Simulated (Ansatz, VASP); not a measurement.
Two plane-wave programs on PbS

File POSCAR:

```
PbS
1.0
    2.0695340594      1.1948460463      3.3814492087
   -2.0695340594      1.1948460463      3.3814492087
    0.0000000000     -2.3896920926      3.3814492087
Pb S
1 1
Direct
    0.9805657800      0.9805657800      0.9805657800
    0.4750355500      0.4750355500      0.4750355500
```

File INCAR.step1:

```
  ALGO = Normal
  EDIFF = 1E-5
  ENCUT = 520
  GGA = PE
  ISIF = 2
  ISMEAR = -1
  LASPH = True
  LREAL = False
  LWAVE = True
  NBANDS = 17
  NELM = 100
  PREC = Accurate
  SIGMA = 0.05
```

The input INCAR.step2:

```
  AEXX = 0.25
  ALGO = Normal
  EDIFF = 1E-6
  ENCUT = 520
  GGA = PE
  ISIF = 2
  ISMEAR = -1
  ISTART = 1
  LASPH = True
  LCHARG = True
  LELF = True
  LHFCALC = True
  LREAL = False
  LVHAR = True
  LWAVE = False
  NBANDS = 17
  NELM = 100
  PREC = Accurate
  PRECFOCK = Normal
  SIGMA = 0.05
```

The input KPOINTS:

```
k-points
0
Gamma
  4 4 4
```

Contents of input.yaml:

```yaml
crystal:
  lattice:
    - [2.0695340594, 1.1948460463, 3.3814492087]
    - [-2.0695340594, 1.1948460463, 3.3814492087]
    - [0.0, -2.3896920926, 3.3814492087]
  atoms:
    - { symbol: Pb, position: [0.98056578, 0.98056578, 0.98056578] }
    - { symbol: S, position: [0.47503555, 0.47503555, 0.47503555] }
hamiltonian:
  xc: pbe0
  pseudopotentials: { kind: paw }
kpoints:
  mp_grid: { grid: [4, 4, 4] }
scf:
  occupations: { method: fermi_dirac, width: 0.05 }
output:
  forces: true
  stress: true
  eigenvalues: true
```

Alike in both runs: task single point; functional PBE0; k mesh 4 × 4 × 4; occupations fermi-dirac, width 0.05 eV; no spin polarisation.

|  | VASP | Ansatz |
| --- | --- | --- |
| version | VASP 6.6.1 | Ansatz 0.2.0 |
| potentials or method | VASP PAW PBE potentials, release 64 (Pb_d, S) | Ansatz PAW |
| plane-wave cutoff (eV) | 520 | 420 |
| valence electrons in the cell | 20 | 20 |

Ansatz gave:

- gap on the k mesh at the Fermi level (eV): 1.24
- least direct gap on the mesh (eV): 1.24
- pressure (GPa): 4.0
- rms of the force components (eV/Å): 0.005

Which values does VASP return?

gap on the k mesh at the Fermi level (eV): 1.31; least direct gap on the mesh (eV): 1.31; pressure (GPa): 3.7; rms of the force components (eV/Å): 0.004.

Atom by atom the forces differ by 0.000 eV/Å (rms over components).

The k mesh is coarse, so the values compare programs but aren't converged. Neither program's run includes spin-orbit coupling.
